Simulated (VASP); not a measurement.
YH3O3, 14 atoms in the cell. It takes space group P6_3 (No. 173, hexagonal). The conventional cell has a = 6.382 Å, b = 6.382 Å, c = 3.518 Å, α = 90.00°, β = 90.00°, γ = 120.00°. Y (site symmetry 3) has 9 O at 2.41 to 2.50 Å and 9 H at 2.68 to 3.20 Å within 3.2 Å. H (site symmetry 1) has 1 O at 0.97 Å within 1.3 Å. O (site symmetry 1) has 1 H at 0.97 Å within 1.3 Å. 

```yaml
Program: VASP 6.6.1
Task: electric field gradients
Functional: r2SCAN
Potentials_or_basis: VASP PAW PBE potentials, release 64 (Y_sv, H, O)
Cutoff: 520 eV
k_mesh: 4 × 4 × 6
Occupations: fermi-dirac, width 0.02 eV
Spin: no spin polarisation
Dipole_correction: no
Further_INCAR_settings: ALGO = Normal; EDIFF = 1e-08; NBANDS = 45
```

Potentials or basis: VASP PAW PBE potentials, release 64 (Y_sv, H, O).

The run is started by

```sh
$ cat potpaw_PBE.64/Y_sv/POTCAR potpaw_PBE.64/H/POTCAR potpaw_PBE.64/O/POTCAR > POTCAR
$ cp INCAR.step1 INCAR
$ mpirun -np 1 vasp_std > vasp.out
$ cp INCAR.step2 INCAR
$ mpirun -np 1 vasp_std > vasp.out
```

Hardware: 1 thread of Intel(R) Xeon(R) Platinum 8375C CPU @ 2.90GHz (Ice Lake), on a shared host.

Task: Estimate the wall time of this run.

Result: It took 8.3 min on 1 thread of Intel(R) Xeon(R) Platinum 8375C CPU @ 2.90GHz (Ice Lake), on a shared host, peak memory 0.31 GiB. Counts: k points 16.
